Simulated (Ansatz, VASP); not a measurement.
## One calculation of KF, two programs

File INCAR:

```
SYSTEM = KF
PREC     = Accurate       ! precision mode
ENCUT    = 520            ! plane-wave cutoff, eV
EDIFF    = 1E-6           ! SCF threshold, eV
ISMEAR   = 0              ! smearing method
SIGMA    = 0.05           ! smearing width, eV
LREAL    = .False.        ! projectors in reciprocal space
LASPH    = .True.         ! aspherical terms in the spheres
NELM     = 100            ! most SCF steps
ALGO     = Normal         ! electronic algorithm
ISIF     = 2              ! what is computed and relaxed
LWAVE    = .False.        ! write WAVECAR
LCHARG   = .True.         ! write CHGCAR
GGA      = PE             ! functional
LELF     = .True.         ! ELF
LVHAR    = .True.       
NBANDS   = 15             ! bands
```

The input KPOINTS:

```
Automatic mesh
0
Gamma
  8 8 8
  0 0 0
```

POSCAR

```
KF
1.0
    0.0000000000      2.7105354767      2.7105354767
    2.7105354767      0.0000000000      2.7105354767
    2.7105354767      2.7105354767      0.0000000000
K F
1 1
Direct
    0.0000000000      0.0000000000      0.0000000000
    0.5000000000      0.5000000000      0.5000000000
```

Input for Ansatz:

```yaml
crystal:
  lattice:
    - [0.0, 2.7105354767, 2.7105354767]
    - [2.7105354767, 0.0, 2.7105354767]
    - [2.7105354767, 2.7105354767, 0.0]
  atoms:
    - { symbol: K, position: [0.0, 0.0, 0.0] }
    - { symbol: F, position: [0.5, 0.5, 0.5] }
basis:
  ecutwfc: 520.0
kpoints:
  mp_grid: { grid: [8, 8, 8] }
hamiltonian:
  xc: pbe
scf:
  occupations: { method: gaussian, width: 0.05 }
output:
  forces: true
  stress: true
  eigenvalues: true
```

Alike in both runs: task single point; functional PBE; k mesh 8 × 8 × 8; occupations gaussian, width 0.05 eV; no spin polarisation.

|  | VASP | Ansatz |
| --- | --- | --- |
| version | VASP 6.6.1 | Ansatz 0.2.0 |
| potentials or method | VASP PAW PBE potentials, release 64 (K_sv, F), cutoff 520 eV | scalar-relativistic, plane waves, PAW |
| valence electrons in the cell | 16 | 16 |

```csv
,VASP,Ansatz,Ansatz less VASP
gap on the k mesh at the Fermi level (eV),5.95,5.96,+0.015
least direct gap on the mesh (eV),5.95,5.96,+0.015
pressure (GPa),0.0,0.0,-0.01
```

The functional is the same, so the differences come from potentials, cutoffs and numerics.
